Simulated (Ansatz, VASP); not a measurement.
**NaCl: VASP beside Ansatz**

INCAR

```
SYSTEM = NaCl
PREC = Accurate
ENCUT = 600
EDIFF = 1E-6
ISMEAR = -1
SIGMA = 0.05
LREAL = .False.
LASPH = .True.
NELM = 100
ALGO = Normal
ISIF = 3
LWAVE = .False.
LCHARG = .False.
GGA = PS
IBRION = 2
NSW = 80
EDIFFG = -0.02
```

The input KPOINTS:

```
Automatic mesh
0
Gamma
  8 8 8
  0 0 0
```

Contents of POSCAR:

```
NaCl
1.0
    3.5021900000      0.0000000000      0.0000000000
    0.0000000000      3.5021900000      0.0000000000
    0.0000000000      0.0000000000      3.5021900000
Cl Na
1 1
Direct
    0.5000000000      0.5000000000      0.5000000000
    0.0000000000      0.0000000000      0.0000000000
```

The input input.yaml:

```yaml
crystal:
  lattice:
    - [3.50219, 0.0, 0.0]
    - [0.0, 3.50219, 0.0]
    - [0.0, 0.0, 3.50219]
  atoms:
    - { symbol: Cl, position: [0.5, 0.5, 0.5] }
    - { symbol: Na, position: [0.0, 0.0, 0.0] }
kpoints:
  mp_grid: { grid: [8, 8, 8] }
scf:
  occupations: { method: fermi_dirac, width: 0.05 }
hamiltonian:
  xc: pbesol
  pseudopotentials: { kind: all_electron, lapw: { basis_error: 0.001 } }
output:
  forces: true
  stress: true
relax:
  f_tol: 0.02
  max_steps: 60
  cell: {}
```

Alike in both runs: task relaxation of cell and atoms; functional PBEsol; k mesh 8 × 8 × 8; occupations fermi-dirac, width 0.05 eV; no spin polarisation.

|  | VASP | Ansatz |
| --- | --- | --- |
| version | VASP 6.6.1 | Ansatz 0.2.0 |
| potentials or method | VASP PAW PBE potentials, release 64 (Cl, Na_pv), cutoff 600 eV | all-electron LAPW, scalar-relativistic |

|  | VASP | Ansatz | Ansatz less VASP |
| --- | --- | --- | --- |
| relaxed volume (Å³/atom) | 20.57 | 20.48 | -0.092 |
| relaxed cell length with the largest relative difference (Å) | 3.452 | 3.447 | -0.0051 |

VASP's potentials were made for PBE, not for PBEsol. Ansatz ran all-electron here, and VASP with PAW potentials.
